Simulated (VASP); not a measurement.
Set up this calculation in VASP 6.6.1, as the native input.

```
Task                   : single point
Functional             : PBE
Potentials or basis    : VASP PAW PBE potentials, release 64 (Nb_sv, H)
Cutoff                 : 520 eV
k mesh                 : 3 × 3 × 3
Occupations            : fermi-dirac, width 0.05 eV
Spin                   : no spin polarisation
Dipole correction      : no
Further INCAR settings : LREAL = Auto; ALGO = Normal; EDIFF = 1e-06; NBANDS = 118
```

The structure of Nb16H (a cell with a defect) lies in POSCAR:

```
Nb16H
1.0
    6.6000000000      0.0000000000      0.0000000000
    0.0000000000      6.6000000000      0.0000000000
    0.0000000000      0.0000000000      6.6000000000
Nb H
16 1
Direct
   -0.0079965152      0.0005818182     -0.0084312121
    0.4987074242      0.0005966667     -0.0001821212
   -0.0007015152      0.5005824242      0.0000992424
   -0.0004319697      0.0005754545      0.4980131818
    0.2557300000      0.2623472727      0.2532525758
    0.5006409091      0.5005966667      0.0022481818
    0.5010183333      0.0005937879      0.5016474242
    0.7503462121      0.2509516667      0.2495031818
    0.0015634848      0.5005766667      0.5009098485
    0.2557300000      0.7388278788      0.2532571212
    0.2478909091      0.2504907576      0.7509359091
    0.5030542424      0.5005912121      0.5039892424
    0.7503431818      0.7502192424      0.2495095455
    0.7473998485      0.2491283333      0.7487101515
    0.2478922727      0.7506837879      0.7509387879
    0.7473980303      0.7520427273      0.7487146970
    0.1695968182      0.0005787879      0.2125680303
```

These files were run (other wordings do the same):

INCAR

```
SYSTEM = Nb16H
ALGO     = Normal         ! electronic algorithm
EDIFF    = 1E-6           ! SCF threshold, eV
ENCUT    = 520            ! plane-wave cutoff, eV
GGA      = PE             ! functional
ISIF     = 2              ! what is computed and relaxed
ISMEAR   = -1             ! smearing method
LASPH    = .TRUE.         ! aspherical terms in the spheres
LCHARG   = .FALSE.        ! write CHGCAR
LREAL    = Auto         
LWAVE    = .FALSE.        ! write WAVECAR
NBANDS   = 118            ! bands
NELM     = 60             ! most SCF steps
PREC     = Accurate       ! precision mode
SIGMA    = 0.05           ! smearing width, eV
```

KPOINTS

```
k-points
0
G
  3 3 3
  0 0 0
```

Potentials or basis: VASP PAW PBE potentials, release 64 (Nb_sv, H).

Launch:

```console
$ cat potpaw_PBE.64/Nb_sv/POTCAR potpaw_PBE.64/H/POTCAR > POTCAR
$ mpirun -np 1 vasp_std > vasp.out
```

It gave:

```json
{
  "Pressure": "2.3 GPa",
  "Largest force": "0.423 eV/Å",
  "Band gap on the k mesh": "zero (an odd number of electrons rules out a gap without spin polarisation)"
}
```

Run time: 42 min on 1 thread of Intel Xeon 8259CL, with other jobs on the host, peak memory 0.53 GiB.
